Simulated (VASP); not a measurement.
Set up this calculation in VASP 6.6.1, as the native input.

| Item | Value |
| --- | --- |
| Task | relaxation of cell and atoms |
| Functional | PBE |
| Potentials or basis | VASP PAW PBE potentials, release 64 (Ag, Cl) |
| Cutoff | 600 eV |
| k mesh | 8 × 8 × 8 |
| Occupations | gaussian, width 0.1 eV |
| Spin | no spin polarisation |
| Dipole correction | no |
| Further INCAR settings | ALGO = Normal; EDIFF = 1e-06; IBRION = 2; EDIFFG = -0.04; NSW = 90; ISIF = 3 |

The structure of AgCl lies in POSCAR:

```
AgCl
1.0
   -2.3952455600      2.3952455600      1.3075368400
    2.3952455600     -2.3952455600      1.3075368400
    2.3952455600      2.3952455600     -1.3075368400
Ag Cl
1 1
Direct
    0.0000000000      0.0000000000      0.0000000000
    0.2500000000      0.7500000000      0.5000000000
```

These files were run (other wordings do the same):

INCAR

```
SYSTEM = AgCl
PREC = Accurate
ENCUT = 600
EDIFF = 1E-6
ISMEAR = 0
SIGMA = 0.1
LREAL = .False.
LASPH = .True.
NELM = 100
ALGO = Normal
ISIF = 3
LWAVE = .False.
LCHARG = .False.
GGA = PE
IBRION = 2
NSW = 90
EDIFFG = -0.04
```

KPOINTS

```
Automatic mesh
0
Gamma
  8 8 8
  0 0 0
```

Potentials or basis: VASP PAW PBE potentials, release 64 (Ag, Cl).

Launch:

```sh
$ cat potpaw_PBE.64/Ag/POTCAR potpaw_PBE.64/Cl/POTCAR > POTCAR
$ mpirun -np 1 vasp_std > vasp.out
```

Results of the run:

```yaml
Relaxed_volume: 23.96 Å³/atom
Relaxed_cell: a = 3.991 Å, b = 3.991 Å, c = 3.991 Å, α = 105.00°, β = 105.00°, γ = 118.85°
Space_group_after_relaxing_to_0.05_Å: I-4m2 (No. 119)
Energy_gained_by_relaxing: 801.8 meV/atom
Ionic_steps: 13
Pressure_after_relaxing: 0.2 GPa
Band_gap_on_the_k_mesh: 1.16 eV, indirect (least direct gap 1.36 eV)
```

Caveat: the volume moved by over 15 % at a fixed basis, so the end points are rough.

Wall time 6.4 min on 1 thread of Intel(R) Xeon(R) Platinum 8259CL CPU @ 2.50GHz (Skylake/Cascade Lake), on a shared host, peak memory 0.19 GiB.
